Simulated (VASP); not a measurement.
A run of VASP 6.6.1 is set up as follows.

Contents of INCAR:

```
SYSTEM = La2O3
PREC = Accurate ; ENCUT = 520
EDIFF = 1E-6 ; ISMEAR = -1
SIGMA = 0.02 ; LREAL = .FALSE.
LASPH = .TRUE. ; NELM = 80
ALGO = Normal ; ISIF = 2
LWAVE = .FALSE. ; LCHARG = .FALSE.
GGA = PS ; NBANDS = 28
```

File KPOINTS:

```
Automatic mesh
0
G
  6 6 4
  0 0 0
```

File POSCAR:

```
La2O3
1.0
    3.9060044600      0.0000000000      0.0000000000
   -1.9530022300      3.3826990897      0.0000000000
    0.0000000000      0.0000000000      6.0409490859
La O
2 3
Direct
    0.6666666667      0.3333333333      0.7546156498
    0.3333333333      0.6666666667      0.2453843502
    0.6666666667      0.3333333333      0.3540131865
    0.3333333333      0.6666666667      0.6459868135
    0.0000000000      0.0000000000      0.0000000000
```

Potentials or basis: VASP PAW PBE potentials, release 64 (La, O).

The run is started by

```console
$ cat potpaw_PBE.64/La/POTCAR potpaw_PBE.64/O/POTCAR > POTCAR
$ mpirun -np 1 vasp_std > vasp.out
```

Problem. What does it give for the band gap on the k mesh?

Solution. 3.78 eV, indirect (least direct gap 3.87 eV).

Problem. Estimate the largest force.

Solution. 0.008 eV/Å.

Problem. Predict the pressure.

Solution. -0.2 GPa.

Forces in eV/Å, atoms in the order of the input:
```
La   0.000  0.000 -0.008
La   0.000  0.000  0.008
O    0.000  0.000 -0.003
O    0.000  0.000  0.003
O    0.000  0.000  0.000
```

Caveat: the PAW data sets were made with another functional, which shifts forces and pressure a little; spin-orbit coupling is left out, which moves the levels of the heavy elements. A hybrid or GW would open this gap; PBEsol tends to underestimate it.
